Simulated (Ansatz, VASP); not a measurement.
# Two plane-wave programs on NaH

```
CELL_PARAMETERS angstrom
0.00000 2.45334 2.35692
2.45334 0.00000 2.35692
2.45334 2.45334 0.00000
ATOMIC_POSITIONS crystal
Na 0.00000 0.00000 0.00000
H 0.50000 0.50000 0.50000
```

Alike in both runs: task single point; functional r2SCAN; k mesh 10 × 10 × 10; occupations fermi-dirac, width 0.2 eV; no spin polarisation.

|  | VASP | Ansatz |
| --- | --- | --- |
| version | VASP 6.6.1 | Ansatz 0.2.0 |
| potentials or method | VASP PAW PBE potentials, release 64 (Na_pv, H), cutoff 520 eV | scalar-relativistic, plane waves, PAW |
| valence electrons in the cell | 8 | 10 |

Ansatz gave:

- gap on the k mesh at the Fermi level (eV): 4.32
- least direct gap on the mesh (eV): 5.20
- pressure (GPa): -0.6
- traceless stress, the component that is largest in VASP (GPa): 0.91

Question: Estimate VASP's values.

Answer: gap on the k mesh at the Fermi level (eV): 4.34; least direct gap on the mesh (eV): 5.19; pressure (GPa): -0.8; traceless stress, the component that is largest in VASP (GPa): 0.96.

VASP's potentials were made for PBE, not for r2SCAN. VASP's potentials hold 8 valence electrons a cell and Ansatz's 10, so a difference there can come from the potentials and not from the codes.
